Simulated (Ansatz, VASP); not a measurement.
CdTe: VASP beside Ansatz

```
CELL_PARAMETERS angstrom
0.00000 3.30926 3.30926
3.30926 0.00000 3.30926
3.30926 3.30926 0.00000
ATOMIC_POSITIONS crystal
Cd 0.00000 0.00000 0.00000
Te 0.25000 0.25000 0.25000
```

Alike in both runs: functional PBE; k mesh 10 × 10 × 10; no spin polarisation.

Ansatz relaxed the structure, and its values are those at the end. VASP's run is a single point on that final structure, the one shown.

|  | VASP | Ansatz |
| --- | --- | --- |
| version | VASP 6.6.1 | Ansatz 0.2.0 |
| potentials or method | VASP PAW PBE potentials, release 64 (Cd, Te), cutoff 520 eV | scalar-relativistic, plane waves, PAW |
| occupations | gaussian, width 0.01 eV | fixed |
| valence electrons in the cell | 18 | 36 |

```csv
,VASP,Ansatz,Ansatz less VASP
gap on the k mesh at the Fermi level (eV),0.58,0.59,+0.002
least direct gap on the mesh (eV),0.58,0.59,+0.002
pressure (GPa),0.1,0.0,-0.11
```

VASP's potentials hold 18 valence electrons a cell and Ansatz's 36, so a difference there can come from the potentials and not from the codes.

Spin-orbit coupling is off throughout.
